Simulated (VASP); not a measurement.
# B2AsH2 (P6/mmm) in VASP: further runs, part 2 of 2

VASP 6.6.1. The steps go on from the part before.

## (3) Single point, PBE

This run uses another cell than the first one, of 10.94 Å³/atom, 1.153 times its volume.

INCAR reads:

```
SYSTEM = B2AsH2
  ALGO = Normal
  EDIFF = 1E-6
  ENCUT = 520
  GGA = PE
  ISIF = 2
  ISMEAR = 0
  LASPH = .TRUE.
  LCHARG = .FALSE.
  LREAL = .FALSE.
  LWAVE = .FALSE.
  NBANDS = 14
  NELM = 100
  PREC = Accurate
  SIGMA = 0.1
```

KPOINTS reads:

```
k-points
0
G
  6 6 4
  0 0 0
```

POSCAR reads:

```
B2AsH2
1.0
    3.2595794900      0.0000000000      0.0000000000
   -1.6297897500      2.8228786400      0.0000000000
    0.0000000000      0.0000000000      5.9425738800
B H As
2 2 1
Direct
    0.3333333300      0.6666666700      0.5000000000
    0.6666666700      0.3333333300      0.5000000000
    0.0000000000      0.0000000000      0.2232397200
    0.0000000000      0.0000000000      0.7767602800
    0.0000000000      0.0000000000      0.0000000000
```

Potentials or basis: VASP PAW PBE potentials, release 64 (B, H, As).

The run is started by

```console
$ cat potpaw_PBE.64/B/POTCAR potpaw_PBE.64/H/POTCAR potpaw_PBE.64/As/POTCAR > POTCAR
$ mpirun -np 1 vasp_std > vasp.out
```

OUTCAR:

```text
SYSTEM = B2AsH2
   EDIFF = 1E-6
   ENCUT = 520
   GGA = PE
   ISIF = 2
   ISMEAR = 0
   LASPH = .TRUE.
   LREAL = .FALSE.
   NELM = 100
   PREC = Accurate

 ion  position               nearest neighbor table
   1  0.333  0.667  0.500-   2 1.88   2 1.88   2 1.88
   2  0.667  0.333  0.500-   1 1.88   1 1.88   1 1.88
   3  0.000  0.000  0.223-   5 1.33
   4  0.000  0.000  0.777-   5 1.33
   5  0.000  0.000  0.000-   3 1.33   4 1.33

  LATTYP: Found a hexagonal cell.
 ALAT       =     3.2595794900
 C/A-ratio  =     1.8231105878

  Lattice vectors:

 A1 = (   3.2595794900,   0.0000000000,   0.0000000000)
 A2 = (  -1.6297897500,   2.8228786400,   0.0000000000)
 A3 = (   0.0000000000,   0.0000000000,   5.9425738800)

Analysis of symmetry for initial positions (statically):
=====================================================================
 Subroutine PRICEL returns:
 Original cell was already a primitive cell.

 Routine SETGRP: Setting up the symmetry group for a
 hexagonal supercell.

 Subroutine GETGRP returns: Found 24 space group operations
 (whereof 24 operations were pure point group operations)
 out of a pool of 24 trial point group operations.

The static configuration has the point symmetry D_6h.

Analysis of symmetry for dynamics (positions and initial velocities):
=====================================================================
 Subroutine PRICEL returns:
 Original cell was already a primitive cell.

 Routine SETGRP: Setting up the symmetry group for a
 hexagonal supercell.

 Subroutine GETGRP returns: Found 24 space group operations
 (whereof 24 operations were pure point group operations)
 out of a pool of 24 trial point group operations.

The dynamic configuration has the point symmetry D_6h.

 Subroutine INISYM returns: Found 24 space group operations
 (whereof 24 operations are pure point group operations),
 and found     1 'primitive' translations

----------------------------------------------------------------------------------------

                                     Primitive cell

  volume of cell :      54.6800

  direct lattice vectors                    reciprocal lattice vectors
     3.259579490  0.000000000  0.000000000     0.306788039  0.177124158  0.000000000
    -1.629789750  2.822878640  0.000000000     0.000000000  0.354248314  0.000000000
     0.000000000  0.000000000  5.942573880     0.000000000  0.000000000  0.168277252

  length of vectors
     3.259579490  3.259579489  5.942573880     0.354248314  0.354248314  0.168277252

  position of ions in fractional coordinates (direct lattice)
     0.333333330  0.666666670  0.500000000
     0.666666670  0.333333330  0.500000000
     0.000000000  0.000000000  0.223239720
     0.000000000  0.000000000  0.776760280
     0.000000000  0.000000000  0.000000000

  ion indices of the primitive-cell ions
   primitive index   ion index
                 1           1
                 2           2
                 3           3
                 4           4
[... 49 lines left out ...]
  0.333333  0.166667  0.500000     12.000000
  0.333333  0.333333  0.500000      2.000000
   k-points           NKPTS =     21   k-points in BZ     NKDIM =     21   number of bands    NBANDS=     14
   number of dos      NEDOS =    301   number of ions     NIONS =      5
   total plane-waves  NPLWV =  27648
   dimension x,y,z NGX =    24 NGY =   24 NGZ =   48
   dimension x,y,z NGXF=    48 NGYF=   48 NGZF=   96
   ions per type =               2   2   1
   NGX,Y,Z   is equivalent  to a cutoff of  12.24, 12.24, 13.43 a.u.
   NGXF,Y,Z  is equivalent  to a cutoff of  24.48, 24.48, 26.86 a.u.
 SYSTEM =  B2AsH2
   PREC   = accura    normal or accurate (medium, high low for compatibility)
   ISTART =      0    job   : 0-new  1-cont  2-samecut
   ICHARG =      2    charge: 1-file 2-atom 10-const
   ISPIN  =      1    spin polarized calculation?
   LNONCOLLINEAR =      F non collinear calculations
   LSORBIT =      F    spin-orbit coupling
   LASPH  =      T    aspherical Exc in radial PAW
   ENCUT  =  520.0 eV  38.22 Ry    6.18 a.u.   6.06  6.06 11.05*2*pi/ulx,y,z
   NELM   =    100;   NELMIN=  2; NELMDL= -5     # of ELM steps
   EDIFF  = 0.1E-05   stopping-criterion for ELM
   LREAL  =      F    real-space projection
   EDIFFG = 0.1E-04   stopping-criterion for IOM
   NSW    =      0    number of steps for IOM
   IBRION =     -1    ionic relax: 0-MD 1-quasi-New 2-CG
   NFREE  =      0    steps in history (QN), initial steepest desc. (CG)
   ISIF   =      2    stress and relaxation
   ISYM   =      2    0-nonsym 1-usesym 2-fastsym
   POTIM  = 0.5000    time-step for ionic-motion
   TEBEG  =    0.0;   TEEND  =   0.0 temperature during run
   PSTRESS=    0.0 pullay stress
   NELECT =      13.0000    total number of electrons
   NUPDOWN=      -1.0000    fix difference up-down
   EMIN   =  10.00;   EMAX   =-10.00  energy-range for DOS
   EFERMI =   0.00;   METHOD = LEGACY
   ISMEAR =     0;   SIGMA  =   0.10  broadening in eV -4-tet -1-fermi 0-gaus
   EFERMI_NEDOS =   21; number of points for ismear=-14 and -15
   IALGO  =     38    algorithm
   IMIX   =      4    mixing-type and parameters
     AMIX     =   0.40;   BMIX     =  1.00
     AMIX_MAG =   1.60;   BMIX_MAG =  1.00
  volume/ion in A,a.u.               =      10.94        73.80
  Fermi-wavevector in a.u.,A,eV,Ry     =   1.014176  1.916514 13.994302  1.028552
  Thomas-Fermi vector in A             =   2.147388
   LORBIT       =      0    0 simple, 1 ext, 2 COOP (PROOUT), +10 PAW based schemes
   GGA     = PE    functional components
   LHFCALC =     F    Hartree Fock is set to
   AEXX    =    0.0000 exact exchange contribution
   IVDW    =     0    specifies the selected vdW correction
   LEPSILON=     F    determine dielectric tensor
   LRPA    =     F    only Hartree local field effects (RPA)
 non-spin polarized calculation
 Gauss-broadening in eV      SIGMA  =   0.10
  energy-cutoff  :      520.00
  volume of cell :       54.68
 maximum number of plane-waves:      1506
   NGX = 13   NGY = 13   NGZ = 23

 number of electron      12.9999997 magnetization

 Free energy of the ion-electron system (eV)
  ---------------------------------------------------
  ext. energy  EPLUGINS =         0.00000000
  ---------------------------------------------------
  free energy    TOTEN  =       -18.27432209 eV

  energy without entropy =      -18.26300263  energy(sigma->0) =      -18.26866236

 E-fermi :   2.6998     XC(G=0):  -9.6362

 val. band max:        2.6782993768   @ k =   0.1667   0.0000   0.0000
 cond. band min:       2.7254267621   @ k =   0.3333   0.0000   0.0000
 fundamental gap:      0.0471273853
 Fermi energy:         2.6998309741

 k-point     1 :       0.0000    0.0000    0.0000
  band No.  band energies     occupation
      1     -11.2902      2.00000
      2      -6.5281      2.00000
      3      -6.1040      2.00000
      4       2.6021      1.83294
      5       3.7566      0.00000
      6       3.7566      0.00000
      7       4.4195      0.00000
      8       5.6731      0.00000
      9       5.6731      0.00000
     10      10.1446      0.00000
     11      10.1446      0.00000
     12      10.4858      0.00000
     13      11.1190      0.00000
     14      11.5029      0.00000
[... 326 lines left out ...]
      1      -9.2637      2.00000
      2      -5.0685      2.00000
      3      -2.7504      2.00000
      4      -2.7504      2.00000
      5      -0.2575      2.00000
      6      -0.2575      2.00000
      7       0.1623      2.00000
      8       5.3900      0.00000
      9       5.4589      0.00000
     10       5.4589      0.00000
     11       9.8495      0.00000
     12       9.8495      0.00000
     13      13.7131      0.00000
     14      13.7131      0.00000

------------------------ aborting loop because EDIFF is reached ----------------------------------------

  FORCE on cell =-STRESS in cart. coord.  units (eV):
  Direction    XX          YY          ZZ          XY          YZ          ZX
  --------------------------------------------------------------------------------------
  -------------------------------------------------------------------------------------
  Total       -7.6951357     -7.6951356     16.2319745      0.0000000      0.0000000     -0.0000000
  in kB     -225.4750487   -225.4750481    475.6128299      0.0000004      0.0000000     -0.0000000
  external PRESSURE =       8.2209111 kB  Pullay stress =       0.0000000 kB

 VOLUME and BASIS-vectors are now :
 -----------------------------------------------------------------------------
  energy-cutoff  :      520.00
  volume of cell :       54.68
      direct lattice vectors                 reciprocal lattice vectors
     3.259579490  0.000000000  0.000000000     0.306788039  0.177124158  0.000000000
    -1.629789750  2.822878640  0.000000000     0.000000000  0.354248314  0.000000000
     0.000000000  0.000000000  5.942573880     0.000000000  0.000000000  0.168277252

 POSITION                                       TOTAL-FORCE (eV/Angst)
 -----------------------------------------------------------------------------------
     -0.00000      1.88192      2.97129        -0.000000      0.000000      0.000000
      1.62979      0.94096      2.97129         0.000000     -0.000000      0.000000
      0.00000      0.00000      1.32662        -0.000000     -0.000000      5.478778
      0.00000      0.00000      4.61596        -0.000000      0.000000     -5.478778
      0.00000      0.00000      0.00000        -0.000000     -0.000000      0.000000
 -----------------------------------------------------------------------------------
    total drift:                                0.000000     -0.000000     -0.000000

  FREE ENERGIE OF THE ION-ELECTRON SYSTEM (eV)
  ---------------------------------------------------
  free  energy   TOTEN  =       -18.2743220923 eV

  energy  without entropy=      -18.2630026260  energy(sigma->0) =      -18.26866236
```

Run time: 13 s. Hardware: 1 thread of Intel Xeon 6975P-C, shared host; peak memory 0.17 GiB.

Results:

```
Free energy   : -18.2743 eV
Pressure      : 0.8 GPa
Largest force : 5.479 eV/Å
```

Forces on the atoms (eV/Å):
```
B    0.000  0.000  0.000
B    0.000  0.000  0.000
H    0.000  0.000  5.479
H    0.000  0.000 -5.479
As   0.000  0.000  0.000
```

Stress tensor (GPa, compression positive):
```
-22.55   0.00   0.00
  0.00 -22.55   0.00
  0.00   0.00  47.56
```

Caveat: the k points lie up to 0.37 Å⁻¹ apart; forces of over 1 eV/Å act on the atoms, so gaps and moduli don't describe the material at rest.

## (4) Relaxation of cell and atoms, PBE

This run uses another cell than the first one, of 10.94 Å³/atom, 1.153 times its volume.

INCAR reads:

```
SYSTEM = B2AsH2
PREC     = Accurate       ! precision mode
ENCUT    = 600            ! plane-wave cutoff, eV
EDIFF    = 1E-6           ! SCF threshold, eV
ISMEAR   = 0              ! smearing method
SIGMA    = 0.1            ! smearing width, eV
LREAL    = .False.        ! projectors in reciprocal space
LASPH    = .True.         ! aspherical terms in the spheres
NELM     = 60             ! most SCF steps
ALGO     = Normal         ! electronic algorithm
ISIF     = 3              ! what is computed and relaxed
LWAVE    = .False.        ! write WAVECAR
LCHARG   = .False.        ! write CHGCAR
GGA      = PE             ! functional
IBRION   = 2              ! ionic algorithm
NSW      = 90             ! ionic steps
EDIFFG   = -0.04          ! ionic threshold
```

KPOINTS reads:

```
Automatic mesh
0
Gamma
  6 6 4
  0 0 0
```

POSCAR is that of step 3.

The run is started by

```console
$ cat potpaw_PBE.64/B/POTCAR potpaw_PBE.64/H/POTCAR potpaw_PBE.64/As/POTCAR > POTCAR
$ mpirun -np 1 vasp_std > vasp.out
```

Run time: 2.1 min. Hardware: 1 thread of Intel Xeon 6975P-C, shared host; peak memory 0.21 GiB.

The run converged. Its results:

```yaml
Free_energy: -20.6117 eV
Relaxed_volume: 9.51 Å³/atom
Relaxed_cell: a = 2.944 Å, b = 2.944 Å, c = 6.335 Å, α = 90.00°, β = 90.00°, γ = 120.00°
Space_group_after_relaxing_to_0.05_Å: P6/mmm (No. 191)
Energy_gained_by_relaxing: 466.9 meV/atom
Ionic_steps: 13
Pressure_after_relaxing: -0.3 GPa
Largest_force_after_relaxing: 0.008 eV/Å
```

Forces on the atoms (eV/Å):
```
B    0.000  0.000  0.000
B    0.000  0.000  0.000
H    0.000  0.000  0.008
H    0.000  0.000 -0.008
As   0.000  0.000  0.000
```

Stress tensor (GPa, compression positive):
```
-0.37  0.00  0.00
 0.00 -0.37  0.00
 0.00  0.00  0.00
```

The path:
```csv
step,energy change (eV),largest force (eV/Å),pressure (GPa),volume (Å³)
1,0.0000,5.4743,0.87,54.68
2,-2.0829,0.4582,-9.10,54.23
3,-2.0966,0.2387,-10.35,54.45
4,-2.1015,0.2983,-10.17,54.41
5,-2.2939,0.1861,-1.64,49.32
6,-2.2943,0.1828,-1.17,49.11
7,-2.3215,0.0044,-0.52,48.45
8,-2.3276,0.1216,0.07,48.03
9,-2.3276,0.1303,0.11,48.01
10,-2.3295,0.1127,-0.17,48.02
11,-2.3317,0.0621,-0.94,48.07
12,-2.3328,0.0484,-0.78,47.94
13,-2.3346,0.0084,-0.25,47.54
```

Final structure:
```
B H As
1.0
     2.94382    0.00000    0.00000
    -1.47191    2.54943    0.00000
     0.00000    0.00000    6.33477
B H As
2 2 1
Direct
  0.33333 0.66667 0.50000
  0.66667 0.33333 0.50000
  0.00000 0.00000 0.26658
  0.00000 0.00000 0.73342
  0.00000 0.00000 0.00000
```

Levels at points of the mesh, in eV from the Fermi level:
```tsv
k point	band 5	band 6	band 7	band 8	band 9	band 10
(0.00, 0.00, 0.00)	0.50	1.52	1.52	5.60	5.60	8.87
(0.50, 0.00, 0.00)	-4.86	-1.16	-0.31	1.93	2.71	4.33
(0.00, 0.00, 0.50)	1.52	1.52	4.10	5.65	5.65	7.52
(0.50, 0.00, 0.50)	-3.29	-1.14	-0.56	0.67	2.63	5.11
```

Caveat: the k points lie up to 0.41 Å⁻¹ apart in the final cell.

## (5) Single point, PBE

This run uses another cell than the first one, of 9.61 Å³/atom, 1.013 times its volume.

INCAR reads:

```
SYSTEM = B2AsH2
PREC = Accurate ; ENCUT = 520
EDIFF = 1E-6 ; ISMEAR = 0
SIGMA = 0.1 ; LREAL = .FALSE.
LASPH = .TRUE. ; NELM = 60
ALGO = Normal ; ISIF = 2
LWAVE = .FALSE. ; LCHARG = .FALSE.
GGA = PE ; NBANDS = 14
```

KPOINTS reads:

```
regular mesh
0
G
  12 12 6
  0 0 0
```

POSCAR reads:

```
B2AsH2
1.0
    2.9225108882      0.0000000000      0.0000000000
   -1.4612554441      2.5309686720      0.0000000000
    0.0000000000      0.0000000000      6.4959130478
B H As
2 2 1
Direct
    0.3333333333      0.6666666667      0.5000000000
    0.6666666667      0.3333333333      0.5000000000
    0.0000000000      0.0000000000      0.2605430966
    0.0000000000      0.0000000000      0.7394569034
    0.0000000000      0.0000000000      0.0000000000
```

The run is started by

```console
$ cat potpaw_PBE.64/B/POTCAR potpaw_PBE.64/H/POTCAR potpaw_PBE.64/As/POTCAR > POTCAR
$ mpirun -np 1 vasp_std > vasp.out
```

Wall time 35 s (1 thread of Intel Xeon 6975P-C, shared host); peak memory 0.2 GiB.

It converged, with:

| Quantity | Value |
| --- | --- |
| Free energy | -20.7129 eV |
| Pressure | 0.1 GPa |
| Largest force | 0.026 eV/Å |

Forces on the atoms (eV/Å):
```
B    0.000  0.000  0.000
B    0.000  0.000  0.000
H    0.000  0.000  0.026
H    0.000  0.000 -0.026
As   0.000  0.000  0.000
```

Stress tensor (GPa, compression positive):
```
-0.03  0.00  0.00
 0.00 -0.03  0.00
 0.00  0.00  0.25
```

Levels at points of the mesh, in eV from the Fermi level:
```csv
k point,band 5,band 6,band 7,band 8,band 9,band 10
"(0.00, 0.00, 0.00)",0.10,1.66,1.66,5.67,5.67,8.58
"(0.50, 0.00, 0.00)",-5.13,-1.03,-0.15,1.80,2.65,4.25
"(0.00, 0.00, 0.50)",1.66,1.66,3.76,5.70,5.70,7.19
"(0.50, 0.00, 0.50)",-3.49,-1.02,-0.53,0.70,2.60,4.90
```

## (6) Relaxation of cell and atoms, PBE

INCAR reads:

```
ALGO     = Normal         # electronic algorithm
EDIFF    = 1E-6           # SCF threshold, eV
EDIFFG   = -0.01          # ionic threshold
ENCUT    = 600            # plane-wave cutoff, eV
GGA      = PE             # functional
IBRION   = 2              # ionic algorithm
ISIF     = 3              # what is computed and relaxed
ISMEAR   = 0              # smearing method
LASPH    = T              # aspherical terms in the spheres
LCHARG   = F              # write CHGCAR
LREAL    = F              # projectors in reciprocal space
LWAVE    = F              # write WAVECAR
NELM     = 100            # most SCF steps
NSW      = 100            # ionic steps
PREC     = Accurate       # precision mode
SIGMA    = 0.1            # smearing width, eV
```

KPOINTS reads:

```
k-points
0
Gamma
  12 12 6
```

POSCAR reads:

```
B2AsH2
1.0
    2.9413096125      0.0000000000      0.0000000000
   -1.4706548062      2.5472488448      0.0000000000
    0.0000000000      0.0000000000      6.3292897900
B H As
2 2 1
Direct
    0.3333333333      0.6666666667      0.5000000000
    0.6666666667      0.3333333333      0.5000000000
    0.0000000000      0.0000000000      0.2661771884
    0.0000000000      0.0000000000      0.7338228116
    0.0000000000      0.0000000000      0.0000000000
```

Potentials or basis: VASP PAW PBE potentials, release 64 (B, H, As).

The run is started by

```console
$ cat potpaw_PBE.64/B/POTCAR potpaw_PBE.64/H/POTCAR potpaw_PBE.64/As/POTCAR > POTCAR
$ mpirun -np 1 vasp_std > vasp.out
```

Run time: 2.8 min. Hardware: 1 thread of Intel Xeon 6975P-C, shared host; peak memory 0.23 GiB.

The run converged. Its results:

```
Free energy                            : -20.7147 eV
Relaxed volume                         : 9.61 Å³/atom
Relaxed cell                           : a = 2.924 Å, b = 2.924 Å, c = 6.488 Å, α = 90.00°, β = 90.00°, γ = 120.00°
Space group after relaxing (to 0.05 Å) : P6/mmm (No. 191)
Energy gained by relaxing              : 2.0 meV/atom
Ionic steps                            : 12
Pressure after relaxing                : -0.1 GPa
```

The path:
```
step  energy change (eV)  largest force (eV/Å)  pressure (GPa)  volume (Å³)
   1              0.0000                0.1369           -0.33        47.42
   2             -0.0082                0.0270            0.30        47.29
   3             -0.0086                0.0014            0.47        47.25
   4             -0.0089                0.0166            0.07        47.45
   5             -0.0089                0.0211           -0.01        47.49
   6             -0.0090                0.0214           -0.01        47.51
   7             -0.0092                0.0227            0.00        47.55
   8             -0.0094                0.0244            0.04        47.64
   9             -0.0097                0.0254            0.10        47.83
  10             -0.0098                0.0231            0.08        47.85
  11             -0.0099                0.0160            0.03        47.91
  12             -0.0099                0.0014           -0.08        48.03
```

Final structure:
```
B H As
1.0
     2.92376    0.00000    0.00000
    -1.46188    2.53205    0.00000
     0.00000    0.00000    6.48759
B H As
2 2 1
Direct
  0.33333 0.66667 0.50000
  0.66667 0.33333 0.50000
  0.00000 0.00000 0.26206
  0.00000 0.00000 0.73794
  0.00000 0.00000 0.00000
```

Levels at points of the mesh, in eV from the Fermi level:
```csv
k point,band 5,band 6,band 7,band 8,band 9,band 10
"(0.00, 0.00, 0.00)",0.14,1.66,1.66,5.69,5.69,8.55
"(0.50, 0.00, 0.00)",-5.10,-1.04,-0.16,1.81,2.67,4.26
"(0.00, 0.00, 0.50)",1.66,1.66,3.82,5.71,5.71,7.16
"(0.50, 0.00, 0.50)",-3.42,-1.02,-0.55,0.70,2.61,4.93
```

## (7) Summary

| task | cell | k mesh | cutoff (eV) | gap on the mesh (eV) | pressure (GPa) | relaxed volume (Å³/atom) | largest force (eV/Å) |
| --- | --- | --- | --- | --- | --- | --- | --- |
| single point | a = 2.941, b = 2.941, c = 6.329 Å, angles 90.0, 90.0, 120.0°, 5 atoms | 6 × 6 × 4 | 520 | none | 0.0 | - | 0.03 |
| single point | a = 3.260, b = 3.260, c = 5.943 Å, angles 90.0, 90.0, 120.0°, 5 atoms | 6 × 6 × 4 | 520 | none | 0.8 | - | 5.48 |
| relaxation of cell and atoms | relaxed from a = 3.260, b = 3.260, c = 5.943 Å, angles 90.0, 90.0, 120.0°, 5 atoms | 6 × 6 × 4 | 600 | none | -0.3 | 9.51 | 0.01 |
| single point | a = 2.923, b = 2.923, c = 6.496 Å, angles 90.0, 90.0, 120.0°, 5 atoms | 12 × 12 × 6 | 520 | none | 0.1 | - | 0.03 |
| relaxation of cell and atoms | relaxed from a = 2.941, b = 2.941, c = 6.329 Å, angles 90.0, 90.0, 120.0°, 5 atoms | 12 × 12 × 6 | 600 | none | -0.1 | 9.61 | - |

Alike in all rows: level PBE; potentials or basis VASP PAW PBE potentials, release 64 (B, H, As); no spin polarisation; smearing gaussian 0.1 eV.

Caveats: some runs use coarse meshes; forces of over 1 eV/Å act on the atoms, so gaps and moduli don't describe the material at rest (some runs).

Absolute energies hang on the potentials; compare differences alone.
